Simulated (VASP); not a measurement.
# Na (Im-3m) in VASP: notebook, part 2 of 2

VASP 6.6.1. The steps go on from the part before.

### Step 3. Single point, b88 exchange, pbe correlation, collinear spin (37.69 Å³/atom)

This run uses another cell than the first one, of 37.69 Å³/atom.

File INCAR:

```
SYSTEM = Na
PREC = Accurate ; ENCUT = 500
EDIFF = 1E-6 ; ISMEAR = -1
SIGMA = 0.05 ; LREAL = .False.
LASPH = .True. ; NELM = 200
ALGO = Normal ; ISIF = 2
LWAVE = .False. ; LCHARG = .True.
ISPIN = 2 ; MAGMOM = 0.5
LORBIT = 11 ; GGA = LIBXC
LIBXC1 = GGA_X_B88 ; LIBXC2 = GGA_C_PBE
LELF = .True. ; LVHAR = .True.
NBANDS = 14 ; GGA_COMPAT = .False.
```

File KPOINTS:

```
Automatic mesh
0
Gamma
  9 9 9
  0 0 0
```

File POSCAR:

```
Na
1.0
   -2.1120640205      2.1120640205      2.1120640205
    2.1120640205     -2.1120640205      2.1120640205
    2.1120640205      2.1120640205     -2.1120640205
Na
1
Direct
    0.0000000000      0.0000000000      0.0000000000
```

Potentials or basis: VASP PAW PBE potentials, release 64 (Na_pv).

Command:

```
> cat potpaw_PBE.64/Na_pv/POTCAR > POTCAR
> mpirun -np 1 vasp_std > vasp.out
```

OUTCAR:

```text
SYSTEM = Na
   PREC = Accurate
   ENCUT = 500
   EDIFF = 1E-6
   ISMEAR = -1
   LREAL = .False.
   LASPH = .True.
   NELM = 200
   ISIF = 2
   ISPIN = 2
   LORBIT = 11
   GGA = LIBXC

 ion  position               nearest neighbor table
   1  0.000  0.000  0.000-

  LATTYP: Found a body centered cubic cell.
 ALAT       =     4.2241280410

  Lattice vectors:

 A1 = (  -2.1120640205,   2.1120640205,   2.1120640205)
 A2 = (   2.1120640205,  -2.1120640205,   2.1120640205)
 A3 = (   2.1120640205,   2.1120640205,  -2.1120640205)

Analysis of symmetry for initial positions (statically):
=====================================================================
 Subroutine PRICEL returns:
 Original cell was already a primitive cell.

 Routine SETGRP: Setting up the symmetry group for a
 body centered cubic supercell.

 Subroutine GETGRP returns: Found 48 space group operations
 (whereof 48 operations were pure point group operations)
 out of a pool of 48 trial point group operations.

The static configuration has the point symmetry O_h .

Analysis of symmetry for dynamics (positions and initial velocities):
=====================================================================
 Subroutine PRICEL returns:
 Original cell was already a primitive cell.

 Routine SETGRP: Setting up the symmetry group for a
 body centered cubic supercell.

 Subroutine GETGRP returns: Found 48 space group operations
 (whereof 48 operations were pure point group operations)
 out of a pool of 48 trial point group operations.

The dynamic configuration has the point symmetry O_h .

Analysis of structural, dynamic, and magnetic symmetry:
=====================================================================
 Subroutine PRICEL returns:
 Original cell was already a primitive cell.

 Routine SETGRP: Setting up the symmetry group for a
 body centered cubic supercell.

 Subroutine GETGRP returns: Found 48 space group operations
[... 163 lines left out ...]
      3     -24.6856      1.00000
      4      -2.8841      1.00000
      5      12.0236      0.00000
      6      12.0236      0.00000
      7      12.0236      0.00000
      8      12.9769      0.00000
      9      12.9769      0.00000
     10      13.4756      0.00000
     11      13.4756      0.00000
     12      13.4756      0.00000
     13      13.9587      0.00000
     14      13.9587      0.00000
[... 379 lines left out ...]
      3     -24.6907      1.00000
      4       1.6149      0.00000
      5       2.1356      0.00000
      6       5.5555      0.00000
      7       9.1134      0.00000
      8      10.8603      0.00000
      9      12.1979      0.00000
     10      13.2280      0.00000
     11      15.0335      0.00000
     12      20.6059      0.00000
     13      21.8715      0.00000
     14      22.7585      0.00000

 [... further k-points ...]

 spin component 2

 k-point     1 :       0.0000    0.0000    0.0000
  band No.  band energies     occupation
      1     -24.6856      1.00000
      2     -24.6856      1.00000
      3     -24.6856      1.00000
      4      -2.8844      1.00000
      5      12.0237      0.00000
      6      12.0237      0.00000
      7      12.0237      0.00000
      8      12.9762      0.00000
      9      12.9762      0.00000
     10      13.4749      0.00000
     11      13.4749      0.00000
     12      13.4749      0.00000
     13      13.9592      0.00000
     14      13.9592      0.00000
[... 379 lines left out ...]
      3     -24.6908      1.00000
      4       1.6145      0.00000
      5       2.1354      0.00000
      6       5.5553      0.00000
      7       9.1132      0.00000
      8      10.8603      0.00000
      9      12.1975      0.00000
     10      13.2281      0.00000
     11      15.0334      0.00000
     12      20.6061      0.00000
     13      21.8714      0.00000
     14      22.7585      0.00000

 [... further k-points ...]

------------------------ aborting loop because EDIFF is reached ----------------------------------------

  FORCE on cell =-STRESS in cart. coord.  units (eV):
  Direction    XX          YY          ZZ          XY          YZ          ZX
  --------------------------------------------------------------------------------------
  -------------------------------------------------------------------------------------
  Total        0.0362586      0.0362586      0.0362586      0.0000000     -0.0000000      0.0000000
  in kB        1.5414907      1.5414907      1.5414907      0.0000000     -0.0000000      0.0000000
  external PRESSURE =       1.5414907 kB  Pullay stress =       0.0000000 kB

 VOLUME and BASIS-vectors are now :
 -----------------------------------------------------------------------------
  energy-cutoff  :      500.00
  volume of cell :       37.69
      direct lattice vectors                 reciprocal lattice vectors
    -2.112064021  2.112064021  2.112064021     0.000000000  0.236735248  0.236735248
     2.112064021 -2.112064021  2.112064021     0.236735248  0.000000000  0.236735248
     2.112064021  2.112064021 -2.112064021     0.236735248  0.236735248  0.000000000

 POSITION                                       TOTAL-FORCE (eV/Angst)
 -----------------------------------------------------------------------------------
      0.00000      0.00000      0.00000        -0.000000      0.000000     -0.000000
 -----------------------------------------------------------------------------------
    total drift:                               -0.000000     -0.000000     -0.000000

  FREE ENERGIE OF THE ION-ELECTRON SYSTEM (eV)
  ---------------------------------------------------
  free  energy   TOTEN  =        -1.2448150325 eV

  energy  without entropy=       -1.2415727102  energy(sigma->0) =       -1.24319387

 total charge

# of ion       s       p       d       tot
------------------------------------------
    1        0.095   5.967   0.000   6.062

 magnetization (x)

# of ion       s       p       d       tot
------------------------------------------
    1        0.000  -0.000   0.000  -0.000
```

Wall time 19 s (1 thread of Intel Xeon 6975P-C (Granite Rapids), shared host); peak memory 0.17 GiB.

What came out:

```yaml
Free_energy: -1.2448 eV
Pressure: 0.2 GPa
Net_moment: 0.00 μB per cell
Valence_electrons_inside_the_program's_atomic_spheres: Na 6.06
```

Levels at points of the mesh, in eV from the Fermi level:
Spin up:
| k point | band 1 | band 2 | band 3 | band 4 | band 5 | band 6 |
| --- | --- | --- | --- | --- | --- | --- |
| (0.00, 0.00, 0.00) | -25.03 | -25.03 | -25.03 | -3.22 | 11.68 | 11.68 |
Spin down:
```
           k point  band 1  band 2  band 3  band 4  band 5  band 6  band 7  band 8
(0.00, 0.00, 0.00)  -25.03  -25.03  -25.03   -3.22   11.68   11.68   11.68   12.64
```

Caveat: the PAW data sets were made with another functional, which shifts forces and pressure a little.

### Step 4. Single point, b88 exchange, pbe correlation, collinear spin (38.47 Å³/atom)

This run uses another cell than the first one, of 38.47 Å³/atom.

File INCAR:

```
SYSTEM = Na
PREC = Accurate
ENCUT = 500
EDIFF = 1E-6
ISMEAR = -1
SIGMA = 0.05
LREAL = .False.
LASPH = .True.
NELM = 200
ALGO = Normal
ISIF = 2
LWAVE = .False.
LCHARG = .False.
ISPIN = 2
MAGMOM = 0.5
LORBIT = 11
GGA = LIBXC
LIBXC1 = GGA_X_B88
LIBXC2 = GGA_C_PBE
NBANDS = 14
GGA_COMPAT = .False.
```

File KPOINTS:

```
regular mesh
0
Gamma
  9 9 9
  0 0 0
```

File POSCAR:

```
Na
1.0
   -2.1266304395      2.1266304395      2.1266304395
    2.1266304395     -2.1266304395      2.1266304395
    2.1266304395      2.1266304395     -2.1266304395
Na
1
Direct
    0.0000000000      0.0000000000      0.0000000000
```

Command:

```
> cat potpaw_PBE.64/Na_pv/POTCAR > POTCAR
> mpirun -np 1 vasp_std > vasp.out
```

Wall time 17 s (1 thread of Intel Xeon 6975P-C (Granite Rapids), shared host); peak memory 0.17 GiB.

It converged, with:

- Free energy: -1.2453 eV
- Pressure: 0.0 GPa
- Net moment: 0.00 μB per cell
- Valence electrons inside the program's atomic spheres: Na 6.06

Levels at points of the mesh, in eV from the Fermi level:
Spin up:
```
           k point  band 1  band 2  band 3  band 4  band 5  band 6  band 7
(0.00, 0.00, 0.00)  -25.04  -25.04  -25.04   -3.18   11.55   11.55   11.55
```
Spin down:
| k point | band 1 | band 2 | band 3 | band 4 | band 5 | band 6 | band 7 |
| --- | --- | --- | --- | --- | --- | --- | --- |
| (0.00, 0.00, 0.00) | -25.04 | -25.04 | -25.04 | -3.18 | 11.55 | 11.55 | 11.55 |

Caveat: the PAW data sets were made with another functional, which shifts forces and pressure a little.

### Step 5. Summary

| cell | gap on the mesh (eV) | pressure (GPa) | moment (μB) |
| --- | --- | --- | --- |
| a = 3.633 Å, angles 109.5°, 1 atom | none | 0.3 | 0.00 |
| a = 3.658 Å, angles 109.5°, 1 atom | none | 0.2 | 0.00 |
| a = 3.683 Å, angles 109.5°, 1 atom | none | 0.0 | 0.00 |

Alike in all rows: task single point; level b88 exchange, pbe correlation; potentials or basis VASP PAW PBE potentials, release 64 (Na_pv); spin collinear; k mesh 9 × 9 × 9; cutoff (eV) 500; smearing fermi-dirac 0.05 eV.

Caveats: the PAW data sets were made with another functional, which shifts forces and pressure a little.

Total energies depend on the potentials used, so only differences within one code and one set of settings carry meaning.
